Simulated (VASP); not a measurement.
Input of a VASP 6.6.1 run:

INCAR

```
SYSTEM = Ge
PREC = Accurate
ENCUT = 520
EDIFF = 1E-7
ISMEAR = -1
SIGMA = 0.05
LREAL = .FALSE.
LASPH = .TRUE.
NELM = 80
ALGO = Normal
ISIF = 2
LWAVE = .FALSE.
LCHARG = .TRUE.
GGA = PS
LELF = .TRUE.
LVHAR = .TRUE.
NBANDS = 21
```

Contents of KPOINTS:

```
regular mesh
0
G
  11 11 11
  0 0 0
```

Contents of POSCAR:

```
Ge
1.0
   -2.5572107439      2.5572107439      1.3880337523
    2.5572107439     -2.5572107439      1.3880337523
    2.5572107439      2.5572107439     -1.3880337523
Ge
2
Direct
    0.5000000000      0.5000000000      0.0000000000
    0.2500000000      0.7500000000      0.5000000000
```

Potentials or basis: VASP PAW PBE potentials, release 64 (Ge_d).

Command:

```console
$ cat potpaw_PBE.64/Ge_d/POTCAR > POTCAR
$ mpirun -np 1 vasp_std > vasp.out
```

**Question.** Estimate the band gap on the k mesh.

**Answer.** Zero (band 14 reaches 8.68 eV, above the bottom of band 15 at 3.82 eV).

**Question.** Predict the pressure.

**Answer.** 1.0 GPa.

Stress tensor (GPa, compression positive):
```
1.07 0.00 0.00
0.00 1.07 0.00
0.00 0.00 0.90
```

Caveat: the PAW data sets were made with another functional, which shifts forces and pressure a little.
